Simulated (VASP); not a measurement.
# LaP (Fm-3m) in VASP: notebook

The runs below take LaP through single point, relaxation of the atoms, with LDA.

Everything below comes from runs of VASP 6.6.1. Logs are shortened: lines on timing, memory, paths and dates and some standing lists are left out, and cuts for length are marked.

**1. The cell of the first run**

It takes space group Fm-3m (No. 225, cubic). The conventional cell has a = 6.067 Å, b = 6.067 Å, c = 6.067 Å, α = 90.00°, β = 90.00°, γ = 90.00°. Within 4.0 Å of La (site symmetry m-3m) lie 6 P at 3.03 Å. P (site symmetry m-3m) has 6 La at 3.03 Å within 4.0 Å.

**2. Single point, LDA**

File INCAR:

```
SYSTEM = LaP
PREC = Accurate
ENCUT = 520
EDIFF = 1E-6
ISMEAR = -1
SIGMA = 0.05
LREAL = .FALSE.
LASPH = .TRUE.
NELM = 80
ALGO = Normal
ISIF = 2
LWAVE = .FALSE.
LCHARG = .FALSE.
GGA = CA
NBANDS = 15
```

File KPOINTS:

```
Automatic mesh
0
G
  10 10 10
  0 0 0
```

File POSCAR:

```
LaP
1.0
    0.0000000000      3.0332503348      3.0332503348
    3.0332503348      0.0000000000      3.0332503348
    3.0332503348      3.0332503348      0.0000000000
La P
1 1
Direct
    0.0000000000      0.0000000000      0.0000000000
    0.5000000000      0.5000000000      0.5000000000
```

Potentials or basis: VASP PAW LDA potentials, release 64 (La, P).

On the command line:

```console
> cat potpaw_LDA.64/La/POTCAR potpaw_LDA.64/P/POTCAR > POTCAR
> mpirun -np 1 vasp_std > vasp.out
```

OUTCAR:

```text
SYSTEM = LaP
   PREC = Accurate
   ENCUT = 520
   EDIFF = 1E-6
   ISMEAR = -1
   LREAL = .FALSE.
   LASPH = .TRUE.
   NELM = 80
   ISIF = 2
   GGA = CA

 ion  position               nearest neighbor table
   1  0.000  0.000  0.000-   2 3.03   2 3.03   2 3.03   2 3.03   2 3.03   2 3.03
   2  0.500  0.500  0.500-   1 3.03   1 3.03   1 3.03   1 3.03   1 3.03   1 3.03

  LATTYP: Found a face centered cubic cell.
 ALAT       =     6.0665006696

  Lattice vectors:

 A1 = (   0.0000000000,   3.0332503348,   3.0332503348)
 A2 = (   3.0332503348,   0.0000000000,   3.0332503348)
 A3 = (   3.0332503348,   3.0332503348,   0.0000000000)

Analysis of symmetry for initial positions (statically):
=====================================================================
 Subroutine PRICEL returns:
 Original cell was already a primitive cell.

 Routine SETGRP: Setting up the symmetry group for a
 face centered cubic supercell.

 Subroutine GETGRP returns: Found 48 space group operations
 (whereof 48 operations were pure point group operations)
 out of a pool of 48 trial point group operations.

The static configuration has the point symmetry O_h .

Analysis of symmetry for dynamics (positions and initial velocities):
=====================================================================
 Subroutine PRICEL returns:
 Original cell was already a primitive cell.

 Routine SETGRP: Setting up the symmetry group for a
 face centered cubic supercell.

 Subroutine GETGRP returns: Found 48 space group operations
 (whereof 48 operations were pure point group operations)
 out of a pool of 48 trial point group operations.

The dynamic configuration has the point symmetry O_h .

 Subroutine INISYM returns: Found 48 space group operations
 (whereof 48 operations are pure point group operations),
 and found     1 'primitive' translations

----------------------------------------------------------------------------------------

                                     Primitive cell

  volume of cell :      55.8155

  direct lattice vectors                    reciprocal lattice vectors
     0.000000000  3.033250335  3.033250335    -0.164839675  0.164839675  0.164839675
     3.033250335  0.000000000  3.033250335     0.164839675 -0.164839675  0.164839675
     3.033250335  3.033250335  0.000000000     0.164839675  0.164839675 -0.164839675

  length of vectors
     4.289663762  4.289663762  4.289663762     0.285510693  0.285510693  0.285510693

  position of ions in fractional coordinates (direct lattice)
     0.000000000  0.000000000  0.000000000
     0.500000000  0.500000000  0.500000000

  ion indices of the primitive-cell ions
   primitive index   ion index
                 1           1
                 2           2

----------------------------------------------------------------------------------------

 KPOINTS: Automatic mesh

Automatic generation of k-mesh.
 Grid dimensions read from file:
 generate k-points for:   10   10   10

 Generating k-lattice:

  Cartesian coordinates                     Fractional coordinates (reciprocal lattice)
    -0.016483968  0.016483968  0.016483968     0.100000000  0.000000000  0.000000000
     0.016483968 -0.016483968  0.016483968     0.000000000  0.100000000  0.000000000
     0.016483968  0.016483968 -0.016483968     0.000000000  0.000000000  0.100000000

  Length of vectors
     0.028551069  0.028551069  0.028551069

  Shift w.r.t. Gamma in fractional coordinates (k-lattice)
     0.000000000  0.000000000  0.000000000

 Subroutine IBZKPT returns following result:
 ===========================================

 Found     47 irreducible k-points:

 Following reciprocal coordinates:
            Coordinates               Weight
  0.000000  0.000000  0.000000      1.000000
  0.100000  0.000000  0.000000      8.000000
  0.200000  0.000000  0.000000      8.000000
  0.300000  0.000000  0.000000      8.000000
  0.400000  0.000000  0.000000      8.000000
  0.500000  0.000000  0.000000      4.000000
[... 16 lines left out ...]
  0.300000  0.300000  0.000000      6.000000
  0.400000  0.300000  0.000000     24.000000
 [... further k-points ...]
   k-points           NKPTS =     47   k-points in BZ     NKDIM =     47   number of bands    NBANDS=     15
   number of dos      NEDOS =    301   number of ions     NIONS =      2
   total plane-waves  NPLWV =  32768
   dimension x,y,z NGX =    32 NGY =   32 NGZ =   32
   dimension x,y,z NGXF=    64 NGYF=   64 NGZF=   64
   ions per type =               1   1
   NGX,Y,Z   is equivalent  to a cutoff of  12.40, 12.40, 12.40 a.u.
   NGXF,Y,Z  is equivalent  to a cutoff of  24.80, 24.80, 24.80 a.u.
 SYSTEM =  LaP
   PREC   = accura    normal or accurate (medium, high low for compatibility)
   ISTART =      0    job   : 0-new  1-cont  2-samecut
   ICHARG =      2    charge: 1-file 2-atom 10-const
   ISPIN  =      1    spin polarized calculation?
   LNONCOLLINEAR =      F non collinear calculations
   LSORBIT =      F    spin-orbit coupling
   LASPH  =      T    aspherical Exc in radial PAW
   ENCUT  =  520.0 eV  38.22 Ry    6.18 a.u.   7.98  7.98  7.98*2*pi/ulx,y,z
   NELM   =     80;   NELMIN=  2; NELMDL= -5     # of ELM steps
   EDIFF  = 0.1E-05   stopping-criterion for ELM
   LREAL  =      F    real-space projection
   EDIFFG = 0.1E-04   stopping-criterion for IOM
   NSW    =      0    number of steps for IOM
   IBRION =     -1    ionic relax: 0-MD 1-quasi-New 2-CG
   NFREE  =      0    steps in history (QN), initial steepest desc. (CG)
   ISIF   =      2    stress and relaxation
   ISYM   =      2    0-nonsym 1-usesym 2-fastsym
   POTIM  = 0.5000    time-step for ionic-motion
   TEBEG  =    0.0;   TEEND  =   0.0 temperature during run
   PSTRESS=    0.0 pullay stress
   NELECT =      16.0000    total number of electrons
   NUPDOWN=      -1.0000    fix difference up-down
   EMIN   =  10.00;   EMAX   =-10.00  energy-range for DOS
   EFERMI =   0.00;   METHOD = LEGACY
   ISMEAR =    -1;   SIGMA  =   0.05  broadening in eV -4-tet -1-fermi 0-gaus
   EFERMI_NEDOS =   21; number of points for ismear=-14 and -15
   IALGO  =     38    algorithm
   IMIX   =      4    mixing-type and parameters
     AMIX     =   0.40;   BMIX     =  1.00
     AMIX_MAG =   1.60;   BMIX_MAG =  1.00
  volume/ion in A,a.u.               =      27.91       188.33
  Fermi-wavevector in a.u.,A,eV,Ry     =   1.079435  2.039837 15.853241  1.165180
  Thomas-Fermi vector in A             =   2.215400
   LORBIT       =      0    0 simple, 1 ext, 2 COOP (PROOUT), +10 PAW based schemes
   GGA     = CA    functional components
   LHFCALC =     F    Hartree Fock is set to
   AEXX    =    0.0000 exact exchange contribution
   IVDW    =     0    specifies the selected vdW correction
   LEPSILON=     F    determine dielectric tensor
   LRPA    =     F    only Hartree local field effects (RPA)
 non-spin polarized calculation
  energy-cutoff  :      520.00
  volume of cell :       55.82
 maximum number of plane-waves:      1524
   NGX = 15   NGY = 15   NGZ = 15

 number of electron      15.9999999 magnetization

 Free energy of the ion-electron system (eV)
  ---------------------------------------------------
  ext. energy  EPLUGINS =         0.00000000
  ---------------------------------------------------
  free energy    TOTEN  =       -14.65639171 eV

  energy without entropy =      -14.65451977  energy(sigma->0) =      -14.65545574

 E-fermi :   6.1199     XC(G=0):  -9.8492

 val. band max:        6.1074983806   @ k =   0.4000   0.4000   0.0000
 cond. band min:       6.1946444264   @ k =   0.0000   0.0000   0.0000
 fundamental gap:      0.0871460458
 Fermi energy:         6.1199085434

 k-point     1 :       0.0000    0.0000    0.0000
  band No.  band energies     occupation
      1     -25.6032      2.00000
      2      -9.1636      2.00000
      3      -9.1636      2.00000
      4      -9.1636      2.00000
      5      -2.9779      2.00000
      6       6.1946      0.36643
      7       6.1946      0.36643
      8       6.1946      0.36643
      9       7.8299      0.00000
     10       7.8299      0.00000
     11       7.8299      0.00000
     12       8.5318      0.00000
     13       8.7001      0.00000
     14       8.7001      0.00000
     15       9.0460      0.00000

 k-point     2 :       0.1000    0.0000    0.0000
  band No.  band energies     occupation
      1     -25.5990      2.00000
      2      -9.2335      2.00000
      3      -9.1684      2.00000
      4      -9.1684      2.00000
      5      -2.8482      2.00000
      6       5.7336      1.99912
      7       5.9122      1.96907
      8       5.9122      1.96907
      9       7.8109      0.00000
     10       7.9579      0.00000
     11       7.9579      0.00000
     12       8.6717      0.00000
     13       8.7921      0.00000
     14       8.7921      0.00000
     15       9.0471      0.00000

 k-point     3 :       0.2000    0.0000    0.0000
  band No.  band energies     occupation
      1     -25.5878      2.00000
      2      -9.4074      2.00000
      3      -9.1809      2.00000
      4      -9.1809      2.00000
      5      -2.5073      2.00000
      6       4.8306      2.00000
      7       5.3775      2.00000
      8       5.3775      2.00000
      9       7.8420      0.00000
     10       8.2474      0.00000
     11       8.2474      0.00000
     12       8.8550      0.00000
     13       8.8689      0.00000
     14       8.8689      0.00000
     15       9.0501      0.00000
[... 343 lines left out ...]
 k-point    23 :       0.3000    0.3000    0.0000
  band No.  band energies     occupation
      1     -25.5646      2.00000
      2      -9.5258      2.00000
      3      -9.2872      2.00000
      4      -9.2872      2.00000
      5      -2.3770      2.00000
      6       4.1959      2.00000
      7       5.8639      1.98812
      8       5.8639      1.98812
      9       6.4394      0.00335
     10       8.7651      0.00000
     11       8.7823      0.00000
     12       8.7823      0.00000
     13       8.8176      0.00000
     14       8.9305      0.00000
     15       9.3314      0.00000

 k-point    24 :       0.4000    0.3000    0.0000
  band No.  band energies     occupation
      1     -25.5558      2.00000
      2      -9.5885      2.00000
      3      -9.3246      2.00000
      4      -9.3064      2.00000
      5      -2.3540      2.00000
      6       4.3808      2.00000
      7       5.4915      1.99999
      8       5.7145      1.99940
      9       6.6386      0.00006
     10       8.7651      0.00000
     11       8.7940      0.00000
     12       8.8394      0.00000
     13       8.8404      0.00000
     14       8.9578      0.00000
     15       9.1933      0.00000

 [... further k-points ...]
[... 5 lines left out ...]
  --------------------------------------------------------------------------------------
  -------------------------------------------------------------------------------------
  Total       -1.6048348     -1.6048348     -1.6048348      0.0000000      0.0000000     -0.0000000
  in kB      -46.0666006    -46.0666006    -46.0666006      0.0000000      0.0000000     -0.0000000
  external PRESSURE =     -46.0666006 kB  Pullay stress =       0.0000000 kB

 VOLUME and BASIS-vectors are now :
 -----------------------------------------------------------------------------
  energy-cutoff  :      520.00
  volume of cell :       55.82
      direct lattice vectors                 reciprocal lattice vectors
     0.000000000  3.033250335  3.033250335    -0.164839675  0.164839675  0.164839675
     3.033250335  0.000000000  3.033250335     0.164839675 -0.164839675  0.164839675
     3.033250335  3.033250335  0.000000000     0.164839675  0.164839675 -0.164839675

 POSITION                                       TOTAL-FORCE (eV/Angst)
 -----------------------------------------------------------------------------------
      0.00000      0.00000      0.00000         0.000000     -0.000000     -0.000000
      3.03325      3.03325      3.03325         0.000000      0.000000      0.000000
 -----------------------------------------------------------------------------------
    total drift:                                0.000000     -0.000000     -0.000000

  FREE ENERGIE OF THE ION-ELECTRON SYSTEM (eV)
  ---------------------------------------------------
  free  energy   TOTEN  =       -14.6563917103 eV

  energy  without entropy=      -14.6545197677  energy(sigma->0) =      -14.65545574
```

Run time: 17 s. Hardware: 1 thread of Intel Xeon Platinum 8488C (Sapphire Rapids), shared host; peak memory 0.18 GiB.

Results:

* Free energy: -14.6564 eV
* Pressure: -4.6 GPa
* Band gap on the k mesh: zero (bands 8 and 9 overlap by 0.20 eV)

Caveat: the cell stands under tension; spin-orbit coupling is left out, which moves the levels of the heavy elements.

**3. Single point, LDA (27.91 Å³/atom)**

File INCAR:

```
PREC = Accurate ; ENCUT = 520
EDIFF = 1E-7 ; ISMEAR = -1
SIGMA = 0.05 ; LREAL = F
LASPH = T ; NELM = 60
ALGO = Normal ; ISIF = 2
LWAVE = F ; LCHARG = F
NBANDS = 15
```

File KPOINTS:

```
Automatic mesh
0
Gamma
  10 10 10
```

POSCAR is that of step 2.

Potentials or basis: VASP PAW LDA potentials, release 64 (La, P).

On the command line:

```console
> cat potpaw_LDA.64/La/POTCAR potpaw_LDA.64/P/POTCAR > POTCAR
> mpirun -np 1 vasp_std > vasp.out
```

Run time: 18 s. Hardware: 1 thread of Intel Xeon Platinum 8488C (Sapphire Rapids), shared host; peak memory 0.18 GiB.

It converged, with:

* Free energy: -14.6564 eV
* Pressure: -4.6 GPa
* Band gap on the k mesh: zero (bands 8 and 9 overlap by 0.20 eV)

Levels at points of the mesh, in eV from the Fermi level:
```csv
k point,band 6,band 7,band 8,band 9,band 10,band 11
"(0.00, 0.00, 0.00)",0.07,0.07,0.07,1.71,1.71,1.71
"(0.50, 0.00, 0.00)",-3.03,-1.64,-1.64,2.29,2.54,2.54
"(0.50, 0.50, 0.00)",-0.92,-0.14,-0.14,-0.13,2.66,2.70
```

Caveat: the cell stands under tension; spin-orbit coupling is left out, which moves the levels of the heavy elements.

**4. Relaxation of the atoms, LDA**

This run uses another cell than the first one, of 11.16 Å³/atom.

File INCAR:

```
PREC = Accurate ; ENCUT = 520
EDIFF = 1E-6 ; ISMEAR = -1
SIGMA = 0.05 ; LREAL = False
LASPH = True ; NELM = 100
ALGO = Normal ; ISIF = 2
LWAVE = False ; LCHARG = False
GGA = CA ; IBRION = 2
NSW = 50 ; EDIFFG = -0.01
```

File KPOINTS:

```
regular mesh
0
Gamma
  10 10 10
```

File POSCAR:

```
LaP
1.0
    0.0000000000      2.2349179553      2.2349179553
    2.2349179553      0.0000000000      2.2349179553
    2.2349179553      2.2349179553      0.0000000000
La P
1 1
Direct
    0.0000000000      0.0000000000      0.0000000000
    0.5000000000      0.5000000000      0.5000000000
```

On the command line:

```console
> cat potpaw_LDA.64/La/POTCAR potpaw_LDA.64/P/POTCAR > POTCAR
> mpirun -np 1 vasp_std > vasp.out
```

Run time: 6.5 s. Hardware: 1 thread of Intel Xeon Platinum 8488C (Sapphire Rapids), shared host; peak memory 0.14 GiB.

The run converged. Its results:

| Quantity | Value |
| --- | --- |
| Free energy | -1.2101 eV |
| Pressure after relaxing | 244.7 GPa |
| Band gap on the k mesh | zero (bands 8 and 9 overlap by 3.06 eV) |

Final structure:
```cif
data_structure
_symmetry_space_group_name_H-M 'P 1'
_symmetry_Int_Tables_number 1
_cell_length_a 3.1607
_cell_length_b 3.1607
_cell_length_c 3.1607
_cell_angle_alpha 60.000
_cell_angle_beta 60.000
_cell_angle_gamma 60.000
_cell_volume 22.33
loop_
_atom_site_label
_atom_site_type_symbol
_atom_site_fract_x
_atom_site_fract_y
_atom_site_fract_z
_atom_site_occupancy
La1 La 0.00000 0.00000 0.00000 1
P1 P 0.50000 0.50000 0.50000 1
```

Levels at points of the mesh, in eV from the Fermi level:
| k point | band 4 | band 5 | band 6 | band 7 | band 8 | band 9 | band 10 | band 11 | band 12 |
| --- | --- | --- | --- | --- | --- | --- | --- | --- | --- |
| (0.00, 0.00, 0.00) | -14.20 | -8.80 | -1.33 | -1.33 | -1.33 | -1.08 | -1.08 | -1.08 | 1.29 |
| (0.50, 0.00, 0.00) | -14.76 | -5.98 | -5.75 | -5.75 | -4.22 | 2.74 | 2.74 | 3.66 | 4.95 |
| (0.50, 0.50, 0.00) | -16.86 | -13.01 | -5.73 | 1.54 | 1.54 | 3.90 | 4.20 | 4.71 | 4.73 |

Caveat: the relaxation stopped at its first step, so nothing moved; spin-orbit coupling is left out, which moves the levels of the heavy elements.
